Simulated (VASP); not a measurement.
A run of VASP 6.6.1 is set up as follows.

Contents of INCAR:

```
SYSTEM = AlN
PREC     = Accurate       ! precision mode
ENCUT    = 520            ! plane-wave cutoff, eV
EDIFF    = 1E-7           ! SCF threshold, eV
ISMEAR   = 0              ! smearing method
SIGMA    = 0.05           ! smearing width, eV
LREAL    = .False.        ! projectors in reciprocal space
LASPH    = .True.         ! aspherical terms in the spheres
NELM     = 100            ! most SCF steps
ALGO     = Normal         ! electronic algorithm
ISIF     = 2              ! what is computed and relaxed
LWAVE    = .False.        ! write WAVECAR
LCHARG   = .False.        ! write CHGCAR
GGA      = PS             ! functional
NBANDS   = 16             ! bands
```

File KPOINTS:

```
regular mesh
0
Gamma
  9 9 6
  0 0 0
```

Contents of POSCAR:

```
AlN
1.0
    3.2223000000      0.0000000000      0.0000000000
   -1.6111500000      2.7905936586      0.0000000000
    0.0000000000      0.0000000000      4.1412155349
Al N
2 2
Direct
    0.3333333333      0.6666666667      0.7500000000
    0.6666666667      0.3333333333      0.2500000000
    0.3333333333      0.6666666667      0.2500000000
    0.6666666667      0.3333333333      0.7500000000
```

Potentials or basis: VASP PAW PBE potentials, release 64 (Al, N).

Command:

```sh
$ cat potpaw_PBE.64/Al/POTCAR potpaw_PBE.64/N/POTCAR > POTCAR
$ mpirun -np 1 vasp_std > vasp.out
```

Predict the pressure.

12.4 GPa.

What does it give for the band gap on the k mesh?

3.64 eV, direct.

Stress tensor (GPa, compression positive):
```
15.24  0.00  0.00
 0.00 15.24  0.00
 0.00  0.00  6.70
```

Caveat: the PAW data sets were made with another functional, which shifts forces and pressure a little. A hybrid or GW would open this gap; PBEsol tends to underestimate it.
